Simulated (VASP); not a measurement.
# NiO (R-3m) in VASP: single point with r2SCAN

Aim: the single point of NiO with r2SCAN.

Everything below comes from runs of VASP 6.6.1. Logs are shortened: lines on timing, memory, paths and dates and some standing lists are left out, and cuts for length are marked.

## 1. The cell of the first run

The structure is trigonal, space group R-3m (No. 166). Conventional cell: a = 2.948 Å, b = 2.948 Å, c = 7.190 Å, α = 90.00°, β = 90.00°, γ = 120.00°. Ni (site symmetry -3m) has 6 O at 2.08 Å within 2.8 Å. Within 2.8 Å of O (site symmetry -3m) lie 6 Ni at 2.08 Å.

## 2. Single point, r2SCAN, collinear spin, antiferromagnetic start

POSCAR reads:

```
NiO
1.0
    0.0000000000      1.7018302087      4.7931152505
   -1.4738281937     -0.8509151044      4.7931152505
    1.4738281937     -0.8509151044      4.7931152505
Ni O
2 2
Direct
    0.5000000000     -0.5000000000      0.5000000000
    1.0000000000      0.0000000000      1.0000000000
    0.2500000000      0.2500000000      0.2500000000
    0.7500000000      0.7500000000      0.7500000000
```

INCAR.step1 reads:

```
ALGO = Normal
EDIFF = 1E-4
ENCUT = 520
GGA = PE
ISMEAR = 0
ISPIN = 2
LASPH = T
LCHARG = F
LMAXMIX = 4
LREAL = F
LWAVE = T
MAGMOM = 1.73 -1.73 0 0
NBANDS = 28
NELM = 150
PREC = Accurate
SIGMA = 0.05
```

INCAR.step2 reads:

```
ALGO = Normal
EDIFF = 1E-7
ENCUT = 520
ISIF = 2
ISMEAR = 0
ISPIN = 2
ISTART = 1
LASPH = T
LCHARG = F
LMAXMIX = 4
LMIXTAU = T
LORBIT = 11
LREAL = F
LWAVE = F
MAGMOM = 1.73 -1.73 0 0
METAGGA = R2SCAN
NBANDS = 28
NELM = 150
PREC = Accurate
SIGMA = 0.05
```

KPOINTS reads:

```
k-points
0
Gamma
  10 10 10
```

Potentials or basis: VASP PAW PBE potentials, release 64 (Ni, O).

Command:

```bash
> cat potpaw_PBE.64/Ni/POTCAR potpaw_PBE.64/O/POTCAR > POTCAR
> cp INCAR.step1 INCAR
> mpirun -np 1 vasp_std > vasp.out
> cp INCAR.step2 INCAR
> mpirun -np 1 vasp_std > vasp.out
```

OUTCAR:

```text
EDIFF = 1E-7
   ENCUT = 520
   ISIF = 2
   ISMEAR = 0
   ISPIN = 2
   ISTART = 1
   LASPH = T
   LORBIT = 11
   LREAL = F
   METAGGA = R2SCAN
   NELM = 150
   PREC = Accurate

 ion  position               nearest neighbor table
   1  0.500  0.500  0.500-   3 2.08   4 2.08   3 2.08   4 2.08   4 2.08   3 2.08   2 2.94   2 2.94
                             2 2.94   2 2.94   2 2.94   2 2.94
   2  0.000  0.000  0.000-   4 2.08   3 2.08   4 2.08   3 2.08   3 2.08   4 2.08   1 2.94   1 2.94
                             1 2.94   1 2.94   1 2.94   1 2.94
   3  0.250  0.250  0.250-   2 2.08   1 2.08   2 2.08   1 2.08   1 2.08   2 2.08
   4  0.750  0.750  0.750-   1 2.08   2 2.08   1 2.08   2 2.08   2 2.08   1 2.08

  LATTYP: Found a trigonal (rhomboedric) cell.
 ALAT       =     5.0862736718
 COS(alpha) =     0.8320715545

  Lattice vectors:

 A1 = (   0.0000000000,   1.7018302087,   4.7931152505)
 A2 = (  -1.4738281937,  -0.8509151044,   4.7931152505)
 A3 = (   1.4738281937,  -0.8509151044,   4.7931152505)

Analysis of symmetry for initial positions (statically):
=====================================================================
 Subroutine PRICEL returns following result:

  LATTYP: Found a trigonal (rhomboedric) cell.
 ALAT       =     2.9393391282
 COS(alpha) =     0.4971663608
[... 12 lines left out ...]
 Subroutine GETGRP returns: Found 12 space group operations
 (whereof 12 operations were pure point group operations)
 out of a pool of 12 trial point group operations.

The static configuration has the point symmetry D_3d.

Analysis of symmetry for dynamics (positions and initial velocities):
=====================================================================
 Subroutine PRICEL returns following result:

  LATTYP: Found a trigonal (rhomboedric) cell.
 ALAT       =     2.9393391282
 COS(alpha) =     0.4971663608
[... 12 lines left out ...]
 Subroutine GETGRP returns: Found 12 space group operations
 (whereof 12 operations were pure point group operations)
 out of a pool of 12 trial point group operations.

The dynamic configuration has the point symmetry D_3d.

Analysis of structural, dynamic, and magnetic symmetry:
=====================================================================
 Subroutine PRICEL returns following result:

  LATTYP: Found a trigonal (rhomboedric) cell.
 ALAT       =     2.9393391282
 COS(alpha) =     0.4971663608
[... 12 lines left out ...]
 Subroutine GETGRP returns: Found 12 space group operations
 (whereof 12 operations were pure point group operations)
 out of a pool of 12 trial point group operations.

The overall configuration has the point symmetry D_3d.
[... 123 lines left out ...]
   LORBIT       =     11    0 simple, 1 ext, 2 COOP (PROOUT), +10 PAW based schemes
   METAGGA = R2SCAN    functional components
   LHFCALC =     F    Hartree Fock is set to
   AEXX    =    0.0000 exact exchange contribution
   IVDW    =     0    specifies the selected vdW correction
   LEPSILON=     F    determine dielectric tensor
   LRPA    =     F    only Hartree local field effects (RPA)
 spin polarized calculation
 Gauss-broadening in eV      SIGMA  =   0.05
  energy-cutoff  :      520.00
  volume of cell :       36.07
 maximum number of plane-waves:      1007
 NGX is ok and might be reduce to    40
   NGX = 19   NGY = 19   NGZ = 19

 number of electron      32.0000011 magnetization      -0.0000000

 number of electron      32.0000011 magnetization       0.0000000

 Free energy of the ion-electron system (eV)
  ---------------------------------------------------
  ext. energy  EPLUGINS =         0.00000000
  ---------------------------------------------------
  free energy    TOTEN  =       -40.56352400 eV

  energy without entropy =      -40.56352400  energy(sigma->0) =      -40.56352400

 E-fermi :   7.2406     XC(G=0): -13.4732

 val. band max:        6.9343848821   @ k =   0.4000   0.4000   0.3000
 cond. band min:       9.2464599878   @ k =   0.5000   0.3000   0.3000
 fundamental gap:      2.3120751057
 Fermi energy:         7.2406204005

 spin component 1

 k-point     1 :       0.0000    0.0000    0.0000
  band No.  band energies     occupation
      1     -13.3673      1.00000
      2     -11.9600      1.00000
      3      -0.4195      1.00000
      4       1.9478      1.00000
      5       1.9478      1.00000
      6       4.8582      1.00000
[... 733 lines left out ...]
     27      27.4408      0.00000
     28      30.3792      0.00000

 [... further k-points ...]

 spin component 2

 k-point     1 :       0.0000    0.0000    0.0000
  band No.  band energies     occupation
      1     -13.3673      1.00000
      2     -11.9600      1.00000
      3      -0.4195      1.00000
      4       1.9478      1.00000
      5       1.9478      1.00000
      6       4.8582      1.00000
[... 733 lines left out ...]
     27      27.4408      0.00000
     28      30.3792      0.00000

 [... further k-points ...]
[... 5 lines left out ...]
  --------------------------------------------------------------------------------------
  -------------------------------------------------------------------------------------
  Total        0.0000256      0.0000256      0.0209910      0.0000000     -0.0000000      0.0000000
  in kB        0.0011357      0.0011357      0.9324836      0.0000000     -0.0000000      0.0000000
  external PRESSURE =       0.3115850 kB  Pullay stress =       0.0000000 kB

 VOLUME and BASIS-vectors are now :
 -----------------------------------------------------------------------------
  energy-cutoff  :      520.00
  volume of cell :       36.07
      direct lattice vectors                 reciprocal lattice vectors
     0.000000000  1.701830209  4.793115250     0.000000000  0.391735123  0.069544193
    -1.473828194 -0.850915104  4.793115250    -0.339252568 -0.195867562  0.069544193
     1.473828194 -0.850915104  4.793115250     0.339252568 -0.195867562  0.069544193

 POSITION                                       TOTAL-FORCE (eV/Angst)
 -----------------------------------------------------------------------------------
      0.00000     -0.00000      7.18967        -0.000000     -0.000000      0.000000
      0.00000      0.00000      0.00000         0.000000     -0.000000      0.000000
      0.00000     -0.00000      3.59484        -0.000000     -0.000000     -0.000000
      0.00000     -0.00000     10.78451         0.000000      0.000000     -0.000000
 -----------------------------------------------------------------------------------
    total drift:                               -0.000000      0.000000      0.000000

  FREE ENERGIE OF THE ION-ELECTRON SYSTEM (eV)
  ---------------------------------------------------
  free  energy   TOTEN  =       -40.5635240037 eV

  energy  without entropy=      -40.5635240037  energy(sigma->0) =      -40.56352400

 total charge

# of ion       s       p       d       tot
------------------------------------------
    1        0.336   0.423   8.210   8.969
    2        0.336   0.423   8.210   8.969
    3        1.560   3.481   0.000   5.041
    4        1.560   3.481   0.000   5.041
--------------------------------------------------
tot          3.792   7.808  16.420  28.020

 magnetization (x)

# of ion       s       p       d       tot
------------------------------------------
    1       -0.007  -0.012   1.576   1.556
    2        0.007   0.012  -1.576  -1.556
    3        0.000   0.000   0.000   0.000
    4        0.000   0.000   0.000   0.000
--------------------------------------------------
tot          0.000   0.000   0.000   0.000
```

OUTCAR.step1:

```text
EDIFF = 1E-4
   ENCUT = 520
   GGA = PE
   ISMEAR = 0
[... 1772 lines left out ...]
      0.00000     -0.00000      7.18967        -0.000000      0.000000      0.000000
      0.00000      0.00000      0.00000         0.000000      0.000000      0.000000
      0.00000     -0.00000      3.59484         0.000000      0.000000     -0.000000
      0.00000     -0.00000     10.78451         0.000000     -0.000000     -0.000000
 -----------------------------------------------------------------------------------
    total drift:                               -0.000000      0.000000      0.000000

  FREE ENERGIE OF THE ION-ELECTRON SYSTEM (eV)
  ---------------------------------------------------
  free  energy   TOTEN  =       -23.4765287372 eV

  energy  without entropy=      -23.4765287372  energy(sigma->0) =      -23.47652874
```

OSZICAR.step1:

```text
N       E                     dE             d eps       ncg     rms          rms(c)
DAV:   1     0.254519959726E+03    0.25452E+03   -0.14615E+04 13712   0.152E+03
DAV:   2    -0.237094759652E+01   -0.25689E+03   -0.23012E+03 13400   0.338E+02
DAV:   3    -0.271832178896E+02   -0.24812E+02   -0.23156E+02 14384   0.114E+02
DAV:   4    -0.276781128812E+02   -0.49489E+00   -0.49258E+00 13928   0.162E+01
DAV:   5    -0.276898161893E+02   -0.11703E-01   -0.11701E-01 15940   0.244E+00    0.207E+01
DAV:   6    -0.249577672748E+02    0.27320E+01   -0.17816E+01 17156   0.800E+01    0.228E+01
DAV:   7    -0.234494591420E+02    0.15083E+01   -0.45777E+00 15180   0.612E+01    0.934E+00
DAV:   8    -0.234978577565E+02   -0.48399E-01   -0.69868E-01 15076   0.720E+00    0.579E+00
DAV:   9    -0.234693588485E+02    0.28499E-01   -0.31983E-02 20628   0.450E+00    0.117E+00
DAV:  10    -0.234771816248E+02   -0.78228E-02   -0.22250E-02 17716   0.217E+00    0.407E-01
DAV:  11    -0.234763727272E+02    0.80890E-03   -0.23071E-03 18632   0.138E+00    0.957E-02
DAV:  12    -0.234765335664E+02   -0.16084E-03   -0.11729E-03 13684   0.240E-01    0.604E-02
DAV:  13    -0.234765287372E+02    0.48293E-05   -0.24697E-05  6996   0.772E-02
   1 F= -.23476529E+02 E0= -.23476529E+02  d E =-.567105E-20  mag=    -0.0000
```

Wall time 27 min (1 thread of Intel Xeon Platinum 8488C (Sapphire Rapids), shared host); peak memory 0.43 GiB.

Results:

```yaml
Free_energy: -40.5635 eV
Pressure: 0.0 GPa
Band_gap_on_the_k_mesh: 2.31 eV
Net_moment: 0.00 μB per cell
Site_moments: Ni +1.56, -1.56; O +0.00 μB
Valence_electrons_inside_the_program's_atomic_spheres: Ni 8.97; O 5.04
```

Levels at points of the mesh, in eV from the valence-band top:
Spin up:
| k point | band 14 | band 15 | band 16 | band 17 | band 18 | band 19 |
| --- | --- | --- | --- | --- | --- | --- |
| (0.00, 0.00, 0.00) | -0.56 | -0.56 | -0.41 | 3.22 | 3.23 | 3.23 |
| (0.50, 0.00, 0.00) | -0.42 | -0.38 | -0.25 | 2.91 | 2.98 | 9.23 |
| (0.50, 0.50, 0.00) | -0.35 | -0.32 | -0.23 | 3.35 | 3.48 | 7.26 |
| (0.50, 0.50, 0.50) | -0.70 | -0.04 | -0.04 | 2.88 | 2.88 | 5.90 |
Spin down:
```tsv
k point	band 13	band 14	band 15	band 16	band 17	band 18	band 19	band 20
(0.00, 0.00, 0.00)	-1.55	-0.56	-0.56	-0.41	3.22	3.23	3.23	7.21
(0.50, 0.00, 0.00)	-0.66	-0.42	-0.38	-0.25	2.91	2.98	9.23	9.44
(0.50, 0.50, 0.00)	-0.94	-0.35	-0.32	-0.23	3.35	3.48	7.26	7.93
(0.50, 0.50, 0.50)	-0.87	-0.70	-0.04	-0.04	2.88	2.88	5.90	6.16
```

Caveat: the PAW data sets were made with another functional, which shifts forces and pressure a little.
